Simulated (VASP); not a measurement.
Here is a VASP 6.6.1 calculation.

File POSCAR:

```
PbSe
1.0
    4.4090481499      0.0050402805     -0.0082826192
   -0.0052571138      4.4052091211      0.0019640753
   -2.2244097933     -2.1998384102     12.0462632283
Pb Se
2 2
Direct
    0.1822088175      0.2002484073      0.3861527877
    0.8013593723      0.8135947986      0.6148422371
    0.6783450598      0.6981839882      0.3801265377
    0.3019787504      0.3181278059      0.6208564374
```

INCAR.step1

```
PREC = Accurate ; ENCUT = 520
EDIFF = 1E-5 ; ISMEAR = 0
SIGMA = 0.05 ; LREAL = F
LASPH = T ; NELM = 100
ALGO = Normal ; ISIF = 2
LWAVE = T ; LCHARG = F
GGA = PE ; NBANDS = 28
```

The input INCAR.step2:

```
PREC = Accurate ; ENCUT = 520
EDIFF = 1E-7 ; ISMEAR = 0
SIGMA = 0.05 ; LREAL = F
LASPH = T ; NELM = 100
ALGO = Normal ; ISIF = 2
LWAVE = F ; LCHARG = F
METAGGA = R2SCAN ; LHFCALC = T
AEXX = 0.5 ; LMIXTAU = T
PRECFOCK = Normal ; ISTART = 1
NBANDS = 28
```

Contents of KPOINTS:

```
regular mesh
0
Gamma
  4 4 1
```

Potentials or basis: VASP PAW PBE potentials, release 64 (Pb_d, Se).

Launch:

```sh
$ cat potpaw_PBE.64/Pb_d/POTCAR potpaw_PBE.64/Se/POTCAR > POTCAR
$ cp INCAR.step1 INCAR
$ mpirun -np 1 vasp_std > vasp.out
$ cp INCAR.step2 INCAR
$ mpirun -np 1 vasp_std > vasp.out
```

(1) Predict the band gap on the k mesh.

(2) Predict the largest force.

Answers

(1) 4.19 eV (least direct gap 4.20 eV).

(2) 0.528 eV/Å.

Caveat: there is no dipole correction, which matters where the two faces differ; the PAW data sets were made with another functional, which shifts forces and pressure a little; spin-orbit coupling is left out, which moves the levels of the heavy elements.
